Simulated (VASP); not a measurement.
Sn, 2 atoms in the cell. Symmetry: Fd-3m, No. 227, cubic system. The conventional cell has a = 6.151 Å, b = 6.151 Å, c = 6.151 Å, α = 90.00°, β = 90.00°, γ = 90.00°. Within 3.5 Å of Sn (site symmetry -43m) lie 4 Sn at 2.66 Å. 

* Program: VASP 6.6.1
* Task: single point
* Functional: PBE
* Potentials or basis: VASP PAW PBE potentials, release 64 (Sn_d)
* Cutoff: 520 eV
* k mesh: 12 × 12 × 12
* Occupations: fermi-dirac, width 0.15 eV
* Spin: no spin polarisation
* Dipole correction: no
* Further INCAR settings: ALGO = Normal; EDIFF = 1e-06; NBANDS = 21

Potentials or basis: VASP PAW PBE potentials, release 64 (Sn_d).

Run with:

```console
$ cat potpaw_PBE.64/Sn_d/POTCAR > POTCAR
$ mpirun -np 1 vasp_std > vasp.out
```

Hardware: 1 thread of Intel(R) Xeon(R) Platinum 8259CL CPU @ 2.50GHz (Skylake/Cascade Lake), with other jobs on the host.

Question: How long does it take, and how much memory?

Answer: It took 44 s on 1 thread of Intel(R) Xeon(R) Platinum 8259CL CPU @ 2.50GHz (Skylake/Cascade Lake), on a shared host, peak memory 0.21 GiB. Counts: scf iterations 12, k points 72.
